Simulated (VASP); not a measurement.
# MnS (P6_3mc) in VASP: a series of runs

MnS is run at these levels: r2SCAN+U; tasks: band structure.

Everything below comes from runs of VASP 6.6.1. Logs are shortened: lines on timing, memory, paths and dates and some standing lists are left out, and cuts for length are marked.

## 1. The cell of the first run

Symmetry: P6_3mc, No. 186, hexagonal system. The conventional cell has a = 3.954 Å, b = 3.954 Å, c = 6.343 Å, α = 90.00°, β = 90.00°, γ = 120.00°. Within 3.1 Å of Mn (site symmetry 3m) lie 4 S at 2.36 to 2.42 Å. Within 3.1 Å of S (site symmetry 3m) lie 4 Mn at 2.36 to 2.42 Å.

## 2. Band structure, r2SCAN+U, collinear spin, antiferromagnetic start

File INCAR:

```
SYSTEM = MnS
METAGGA = R2SCAN ; ISPIN = 2
MAGMOM = 4 -4 0 0 ; LORBIT = 11
LDAU = .True. ; LDAUTYPE = 2
LDAUL = 2 -1 ; LDAUU = 5 0
LDAUJ = 0 0 ; ISMEAR = 0
SIGMA = 0.03 ; LWAVE = .False.
LCHARG = .False. ; NBANDS = 38
PREC = Accurate ; LASPH = .True.
LREAL = .False. ; ALGO = Normal
EDIFF = 1E-6 ; NELM = 200
GGA_COMPAT = .False. ; ENCUT = 310
EFERMI = MIDGAP ; LMAXMIX = 4
LMIXTAU = .True. ; KPAR = 8
```

File KPOINTS:

```
Automatic mesh
0
Gamma
  5 5 3
  0 0 0
```

File KPOINTS_OPT:

```
path GMKGALHA,LM,KH
12
line-mode
reciprocal
 0.0000000000  0.0000000000  0.0000000000  G
 0.5000000000  0.0000000000  0.0000000000  M

 0.5000000000  0.0000000000  0.0000000000  M
 0.3333333333  0.3333333333  0.0000000000  K

 0.3333333333  0.3333333333  0.0000000000  K
 0.0000000000  0.0000000000  0.0000000000  G

 0.0000000000  0.0000000000  0.0000000000  G
 0.0000000000  0.0000000000  0.5000000000  A

 0.0000000000  0.0000000000  0.5000000000  A
 0.5000000000  0.0000000000  0.5000000000  L

 0.5000000000  0.0000000000  0.5000000000  L
 0.3333333333  0.3333333333  0.5000000000  H

 0.3333333333  0.3333333333  0.5000000000  H
 0.0000000000  0.0000000000  0.5000000000  A

 0.5000000000  0.0000000000  0.5000000000  L
 0.5000000000  0.0000000000  0.0000000000  M

 0.3333333333  0.3333333333  0.0000000000  K
 0.3333333333  0.3333333333  0.5000000000  H
```

File POSCAR:

```
MnS
1.0
    3.9535769233      0.0000000000      0.0000000000
   -1.9767884617      3.4238980514      0.0000000000
    0.0000000000      0.0000000000      6.3425288600
Mn S
2 2
Direct
    0.6666666667      0.3333333333      0.4988446700
    0.3333333333      0.6666666667      0.9988446700
    0.3333333333      0.6666666667      0.6261543000
    0.6666666667      0.3333333333      0.1261543000
```

Potentials or basis: VASP PAW PBE potentials, release 64 (Mn_pv, S).

Run with:

```console
> cat potpaw_PBE.64/Mn_pv/POTCAR potpaw_PBE.64/S/POTCAR > POTCAR
> mpirun -np 8 vasp_std > vasp.out
```

OUTCAR:

```text
SYSTEM = MnS
   METAGGA = R2SCAN
   ISPIN = 2
   LORBIT = 11
   ISMEAR = 0
   PREC = Accurate
   LASPH = .True.
   LREAL = .False.
   EDIFF = 1E-6
   NELM = 200
   ENCUT = 310
   EFERMI = MIDGAP

 Found     10 irreducible k-points:

 Following reciprocal coordinates:
            Coordinates               Weight
  0.000000  0.000000  0.000000      1.000000
  0.200000  0.000000  0.000000      6.000000
  0.400000  0.000000  0.000000      6.000000
  0.200000  0.200000  0.000000      6.000000
  0.400000  0.200000  0.000000      6.000000
  0.000000  0.000000  0.333333      2.000000
   k-points           NKPTS =     10   k-points in BZ     NKDIM =     10   number of bands    NBANDS=     38
   number of dos      NEDOS =    301   number of ions     NIONS =      4
   total plane-waves  NPLWV =  20736
   dimension x,y,z NGX =    24 NGY =   24 NGZ =   36
   dimension x,y,z NGXF=    48 NGYF=   48 NGZF=   72
   ions per type =               2   2
   NGX,Y,Z   is equivalent  to a cutoff of  10.09, 10.09,  9.44 a.u.
   NGXF,Y,Z  is equivalent  to a cutoff of  20.18, 20.18, 18.87 a.u.
 SYSTEM =  MnS
   PREC   = accura    normal or accurate (medium, high low for compatibility)
   ISTART =      0    job   : 0-new  1-cont  2-samecut
   ICHARG =      2    charge: 1-file 2-atom 10-const
   ISPIN  =      2    spin polarized calculation?
   LNONCOLLINEAR =      F non collinear calculations
   LSORBIT =      F    spin-orbit coupling
   LASPH  =      T    aspherical Exc in radial PAW
   ENCUT  =  310.0 eV  22.78 Ry    4.77 a.u.   5.68  5.68  9.11*2*pi/ulx,y,z
   NELM   =    200;   NELMIN=  2; NELMDL= -5     # of ELM steps
   EDIFF  = 0.1E-05   stopping-criterion for ELM
   LREAL  =      F    real-space projection
   EDIFFG = 0.1E-04   stopping-criterion for IOM
   NSW    =      0    number of steps for IOM
   IBRION =     -1    ionic relax: 0-MD 1-quasi-New 2-CG
   NFREE  =      0    steps in history (QN), initial steepest desc. (CG)
   ISIF   =      2    stress and relaxation
   ISYM   =      2    0-nonsym 1-usesym 2-fastsym
   POTIM  = 0.5000    time-step for ionic-motion
   TEBEG  =    0.0;   TEEND  =   0.0 temperature during run

   SCALEE = 1.0000    scale energy and forces
   PSTRESS=    0.0 pullay stress
   NELECT =      38.0000    total number of electrons
   NUPDOWN=      -1.0000    fix difference up-down
   EMIN   =  10.00;   EMAX   =-10.00  energy-range for DOS
   EFERMI =   0.00;   METHOD = MIDGAP
   ISMEAR =     0;   SIGMA  =   0.03  broadening in eV -4-tet -1-fermi 0-gaus
   EFERMI_NEDOS =   21; number of points for ismear=-14 and -15
   IALGO  =     38    algorithm
   IMIX   =      4    mixing-type and parameters
     AMIX     =   0.40;   BMIX     =  1.00
     AMIX_MAG =   1.60;   BMIX_MAG =  1.00
  volume/ion in A,a.u.               =      21.46       144.85
  Fermi-wavevector in a.u.,A,eV,Ry     =   1.247608  2.357638 21.177824  1.556526
  Thomas-Fermi vector in A             =   2.381733
   LORBIT       =     11    0 simple, 1 ext, 2 COOP (PROOUT), +10 PAW based schemes
 LDA+U is selected, type is set to LDAUTYPE =  2
   angular momentum for each species LDAUL =     2   -1
   U (eV)           for each species LDAUU =   5.0  0.0
   J (eV)           for each species LDAUJ =   0.0  0.0
   METAGGA = R2SCAN    functional components
   LHFCALC =     F    Hartree Fock is set to
   AEXX    =    0.0000 exact exchange contribution
   IVDW    =     0    specifies the selected vdW correction
   LEPSILON=     F    determine dielectric tensor
   LRPA    =     F    only Hartree local field effects (RPA)

   CSHIFT  =0.1000    complex shift for real part using Kramers Kronig

   OMEGAMAX=  -1.0    maximum frequency
 spin polarized calculation
 Gauss-broadening in eV      SIGMA  =   0.03
  energy-cutoff  :      310.00
  volume of cell :       85.86
 maximum number of plane-waves:      1087
 NGX is ok and might be reduce to    24
   NGX = 11   NGY = 11   NGZ = 19

 number of electron      38.0000024 magnetization      -0.0000000

 number of electron      38.0000024 magnetization       0.0000000

 Free energy of the ion-electron system (eV)
  ---------------------------------------------------
  ext. energy  EPLUGINS =         0.00000000
  ---------------------------------------------------
  free energy    TOTEN  =       -47.27581744 eV

  energy without entropy =      -47.27581744  energy(sigma->0) =      -47.27581744

 E-fermi :   5.0179     XC(G=0):  -9.9480

 val. band max:        3.4776343209   @ k =   0.0000   0.0000   0.0000
 cond. band min:       6.5581756511   @ k =   0.0000   0.0000   0.0000
 fundamental gap:      3.0805413302
 Fermi energy:         5.0179049860

 spin component 1

 k-point     1 :       0.0000    0.0000    0.0000
  band No.  band energies     occupation
      1     -48.4723      1.00000
      2     -48.4723      1.00000
      3     -48.4625      1.00000
      4     -42.0849      1.00000
      5     -42.0763      1.00000
      6     -42.0763      1.00000
[... 23 lines left out ...]
     30      12.8856      0.00000
     31      12.8856      0.00000

 k-point     2 :       0.2000    0.0000    0.0000
  band No.  band energies     occupation
      1     -48.4732      1.00000
      2     -48.4725      1.00000
      3     -48.4623      1.00000
      4     -42.0848      1.00000
      5     -42.0780      1.00000
      6     -42.0767      1.00000
[... 23 lines left out ...]
     30      12.4872      0.00000
     31      13.3443      0.00000

 k-point     3 :       0.4000    0.0000    0.0000
  band No.  band energies     occupation
      1     -48.4747      1.00000
      2     -48.4728      1.00000
      3     -48.4621      1.00000
      4     -42.0845      1.00000
      5     -42.0807      1.00000
      6     -42.0774      1.00000
[... 23 lines left out ...]
     30      13.5285      0.00000
     31      13.7976      0.00000

 k-point     4 :       0.2000    0.2000    0.0000
  band No.  band energies     occupation
      1     -48.4741      1.00000
      2     -48.4730      1.00000
      3     -48.4622      1.00000
      4     -42.0846      1.00000
      5     -42.0797      1.00000
      6     -42.0777      1.00000
[... 23 lines left out ...]
     30      12.7488      0.00000
     31      13.8756      0.00000

 k-point     5 :       0.4000    0.2000    0.0000
  band No.  band energies     occupation
      1     -48.4746      1.00000
      2     -48.4735      1.00000
      3     -48.4621      1.00000
      4     -42.0844      1.00000
      5     -42.0806      1.00000
      6     -42.0785      1.00000
[... 23 lines left out ...]
     30      13.4819      0.00000
     31      14.2526      0.00000

 k-point     6 :       0.0000    0.0000    0.3333
  band No.  band energies     occupation
      1     -48.4722      1.00000
      2     -48.4722      1.00000
      3     -48.4623      1.00000
      4     -42.0849      1.00000
      5     -42.0763      1.00000
      6     -42.0763      1.00000
[... 23 lines left out ...]
     30      12.2685      0.00000
     31      12.4529      0.00000

 [... further k-points ...]

 spin component 2

 k-point     1 :       0.0000    0.0000    0.0000
  band No.  band energies     occupation
      1     -48.4723      1.00000
      2     -48.4723      1.00000
      3     -48.4625      1.00000
      4     -42.0849      1.00000
      5     -42.0763      1.00000
      6     -42.0763      1.00000
[... 23 lines left out ...]
     30      12.8856      0.00000
     31      12.8856      0.00000

 k-point     2 :       0.2000    0.0000    0.0000
  band No.  band energies     occupation
      1     -48.4732      1.00000
      2     -48.4725      1.00000
      3     -48.4623      1.00000
      4     -42.0848      1.00000
      5     -42.0780      1.00000
      6     -42.0767      1.00000
[... 23 lines left out ...]
     30      12.4872      0.00000
     31      13.3443      0.00000

 k-point     3 :       0.4000    0.0000    0.0000
  band No.  band energies     occupation
      1     -48.4747      1.00000
      2     -48.4728      1.00000
      3     -48.4621      1.00000
      4     -42.0845      1.00000
      5     -42.0807      1.00000
      6     -42.0774      1.00000
[... 23 lines left out ...]
     30      13.5285      0.00000
     31      13.7976      0.00000

 k-point     4 :       0.2000    0.2000    0.0000
  band No.  band energies     occupation
      1     -48.4741      1.00000
      2     -48.4730      1.00000
      3     -48.4622      1.00000
      4     -42.0846      1.00000
      5     -42.0797      1.00000
      6     -42.0777      1.00000
[... 23 lines left out ...]
     30      12.7488      0.00000
     31      13.8756      0.00000

 k-point     5 :       0.4000    0.2000    0.0000
  band No.  band energies     occupation
      1     -48.4746      1.00000
      2     -48.4735      1.00000
      3     -48.4621      1.00000
      4     -42.0844      1.00000
      5     -42.0806      1.00000
      6     -42.0785      1.00000
[... 23 lines left out ...]
     30      13.4819      0.00000
     31      14.2526      0.00000

 k-point     6 :       0.0000    0.0000    0.3333
  band No.  band energies     occupation
      1     -48.4722      1.00000
      2     -48.4722      1.00000
      3     -48.4623      1.00000
      4     -42.0849      1.00000
      5     -42.0763      1.00000
      6     -42.0763      1.00000
[... 23 lines left out ...]
     30      12.2685      0.00000
     31      12.4529      0.00000

 [... further k-points ...]

 [bands above 31 left out]

------------------------ aborting loop because EDIFF is reached ----------------------------------------

  FORCE on cell =-STRESS in cart. coord.  units (eV):
  Direction    XX          YY          ZZ          XY          YZ          ZX
  --------------------------------------------------------------------------------------
  -------------------------------------------------------------------------------------
  Total        3.2029259      3.2029259      4.4222394     -0.0000000      0.0000000      0.0000000
  in kB       59.7701029     59.7701029     82.5238282     -0.0000000      0.0000000      0.0000000
  external PRESSURE =      67.3546780 kB  Pullay stress =       0.0000000 kB

 VOLUME and BASIS-vectors are now :
 -----------------------------------------------------------------------------
  energy-cutoff  :      310.00
  volume of cell :       85.86
      direct lattice vectors                 reciprocal lattice vectors
     3.953576923  0.000000000  0.000000000     0.252935511  0.146032385  0.000000000
    -1.976788462  3.423898051  0.000000000     0.000000000  0.292064771  0.000000000
     0.000000000  0.000000000  6.342528860     0.000000000  0.000000000  0.157665818

 POSITION                                       TOTAL-FORCE (eV/Angst)
 -----------------------------------------------------------------------------------
      1.97679      1.14130      3.16394        -0.000000      0.000000      0.298849
     -0.00000      2.28260      6.33520         0.000000     -0.000000      0.298849
     -0.00000      2.28260      3.97140         0.000000     -0.000000     -0.298849
      1.97679      1.14130      0.80014         0.000000      0.000000     -0.298849
 -----------------------------------------------------------------------------------
    total drift:                                0.000001      0.000003     -0.000119

  FREE ENERGIE OF THE ION-ELECTRON SYSTEM (eV)
  ---------------------------------------------------
  free  energy   TOTEN  =       -47.2758174438 eV

  energy  without entropy=      -47.2758174438  energy(sigma->0) =      -47.27581744

 total charge

# of ion       s       p       d       tot
------------------------------------------
    1        0.277   6.219   4.883  11.378
    2        0.277   6.219   4.883  11.378
    3        1.301   2.543   0.000   3.844
    4        1.301   2.543   0.000   3.844
--------------------------------------------------
tot          3.156  17.524   9.765  30.445

 magnetization (x)

# of ion       s       p       d       tot
------------------------------------------
    1        0.035   0.050   4.518   4.603
    2       -0.035  -0.050  -4.518  -4.603
    3        0.003   0.001   0.000   0.004
    4       -0.003  -0.001   0.000  -0.004
--------------------------------------------------
tot          0.000   0.000   0.000   0.000
```

Wall time 2.2 min (8 MPI ranks of Intel Xeon Platinum 8488C (Sapphire Rapids), shared host); peak memory 0.23 GiB.

What came out:

| Property | Result |
| --- | --- |
| Free energy | -47.2758 eV |
| Largest force | 0.299 eV/Å |
| Band gap on the k mesh | 3.08 eV |
| Band gap along the path | 3.08 eV |
| Net moment | 0.00 μB per cell |
| Site moments | Mn +4.60, -4.60; S +0.00, -0.00 μB |
| Valence electrons inside the program's atomic spheres | Mn 11.38; S 3.84 |

Forces in eV/Å, atoms in the order of the input:
```
Mn   0.000  0.000  0.299
Mn   0.000  0.000  0.299
S    0.000  0.000 -0.299
S    0.000  0.000 -0.299
```

Caveat: the cutoff is under 1.25 times the usual one of these potentials, so pressure, stress and relaxed cells hold a basis-set (Pulay) error; the PAW data sets were made with another functional, which shifts forces and pressure a little. The state reached can hang on the start; a lower one may exist.

[end of part 1 of 2]
